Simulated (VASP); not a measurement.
## Si: single point with r2SCAN

The system is Si.

```
Si
1.0
    -1.62691    1.62691    1.32033
     1.62691   -1.62691    1.32033
     1.62691    1.62691   -1.32033
Si
1
Cartesian
  0.0000 0.0000 0.0000
```

```
Program             : VASP 6.6.1
Task                : single point
Functional          : r2SCAN
Potentials or basis : VASP PAW PBE potentials, release 64 (Si)
Cutoff              : 520 eV
k mesh              : 14 × 14 × 14
Occupations         : fermi-dirac, width 0.05 eV
Spin                : no spin polarisation
```

```yaml
Pressure: -0.2 GPa
Band_gap_on_the_k_mesh: zero (band 2 reaches 21.10 eV, above the bottom of band 3 at 7.12 eV)
```

Stress tensor (GPa, compression positive):
```
 0.71  0.00  0.00
 0.00  0.71  0.00
 0.00  0.00 -1.93
```

Levels at points of the mesh, in eV from the Fermi level:
```csv
k point,band 1,band 2,band 3,band 4,band 5
"(0.00, 0.00, 0.00)",-15.71,10.04,10.80,10.80,13.85
"(0.50, 0.00, 0.00)",-7.00,-6.40,5.08,6.52,7.04
"(0.50, 0.50, 0.00)",-9.07,-7.99,9.71,12.13,12.48
"(0.50, 0.50, 0.50)",-2.69,-2.69,-1.41,1.20,4.45
```

It took 110 s on 1 thread of Intel Xeon 8259CL, with other jobs on the host, peak memory 0.14 GiB.

Caveat: the PAW data sets were made with another functional, which shifts forces and pressure a little.
